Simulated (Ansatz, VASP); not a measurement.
## One calculation of AgBr, two programs

```xyz
2
Lattice="-0.0142 2.8306 2.8306 2.8306 -0.0142 2.8306 2.8306 2.8306 -0.0142" Properties=species:S:1:pos:R:3 pbc="T T T"
Ag    0.0000    0.0000    0.0000
Br    2.8235    2.8235    2.8235
```

Change from the starting cell: equal xy, yz and zx engineering shears of -0.5 %.

Alike in both runs: functional PBEsol; k mesh 6 × 6 × 6; occupations fermi-dirac, width 0.01 eV; non-collinear spin, spin-orbit coupling.

Ansatz relaxed the structure, and its values are those at the end. VASP's run is a single point on that final structure, the one shown.

|  | VASP | Ansatz |
| --- | --- | --- |
| version | VASP 6.6.1 | Ansatz 0.2.0 |
| potentials or method | VASP PAW PBE potentials, release 64 (Ag, Br), cutoff 500 eV | all-electron LAPW |

|  | VASP | Ansatz | Ansatz less VASP |
| --- | --- | --- | --- |
| pressure (GPa) | 0.0 | 0.0 | +0.02 |
| net moment per atom (μB) | 0.00 | 0.00 | 0.000 |

VASP's potentials were made for PBE, not for PBEsol. Ansatz ran all-electron here, and VASP with PAW potentials.
